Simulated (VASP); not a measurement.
Here is a VASP 6.6.1 calculation.

File INCAR:

```
SYSTEM = TaC
ALGO = Normal
DIPOL = 0.5 0.5 0.500
EDIFF = 1E-6
EDIFFG = -0.03
ENCUT = 520
GGA = PE
IBRION = 2
IDIPOL = 3
ISIF = 2
ISMEAR = 0
IVDW = 12
KPAR = 2
LASPH = .TRUE.
LCHARG = .FALSE.
LDIPOL = .TRUE.
LREAL = Auto
LWAVE = .FALSE.
NELM = 100
NSW = 90
PREC = Accurate
SIGMA = 0.1
```

The input KPOINTS:

```
k-points
0
G
  3 3 1
  0 0 0
```

Contents of POSCAR:

```
TaC
1.0
    6.2855222138      0.0000000000      0.0000000000
    0.0000000000      6.2855222138      0.0000000000
    0.0000000000      0.0000000000     20.4445353806
Ta C
12 12
Selective dynamics
Direct
    0.2500000000      0.2500000000      0.3913026073  F F F
    0.2500000000      0.7500000000      0.3913026073  F F F
    0.7500000000      0.2500000000      0.3913026073  F F F
    0.7500000000      0.7500000000      0.3913026073  F F F
    0.5000000000      0.5000000000      0.5000000000  T T T
    0.5000000000      0.0000000000      0.5000000000  T T T
    0.0000000000      0.5000000000      0.5000000000  T T T
    0.0000000000      0.0000000000      0.5000000000  T T T
    0.7500000000      0.7500000000      0.6086973927  T T T
    0.7500000000      0.2500000000      0.6086973927  T T T
    0.2500000000      0.7500000000      0.6086973927  T T T
    0.2500000000      0.2500000000      0.6086973927  T T T
    0.5000000000      0.5000000000      0.3913026073  F F F
    0.5000000000      0.0000000000      0.3913026073  F F F
    0.0000000000      0.5000000000      0.3913026073  F F F
    0.0000000000      0.0000000000      0.3913026073  F F F
    0.7500000000      0.7500000000      0.5000000000  T T T
    0.7500000000      0.2500000000      0.5000000000  T T T
    0.2500000000      0.7500000000      0.5000000000  T T T
    0.2500000000      0.2500000000      0.5000000000  T T T
    0.0000000000      0.0000000000      0.6086973927  T T T
    0.0000000000      0.5000000000      0.6086973927  T T T
    0.5000000000      0.0000000000      0.6086973927  T T T
    0.5000000000      0.5000000000      0.6086973927  T T T
```

Potentials or basis: VASP PAW PBE potentials, release 64 (Ta_pv, C).

The run is started by

```bash
$ cat potpaw_PBE.64/Ta_pv/POTCAR potpaw_PBE.64/C/POTCAR > POTCAR
$ mpirun -np 2 vasp_std > vasp.out
```

(1) Predict the band gap on the k mesh.

(2) Predict the energy gained by relaxing.

(3) What does it give for the dispersion energy per atom?

Results:

(1) zero (bands 90 and 91 overlap by 0.31 eV).

(2) 43.0 meV/atom.

(3) -0.303 eV.

Caveat: spin-orbit coupling is left out, which moves the levels of the heavy elements.
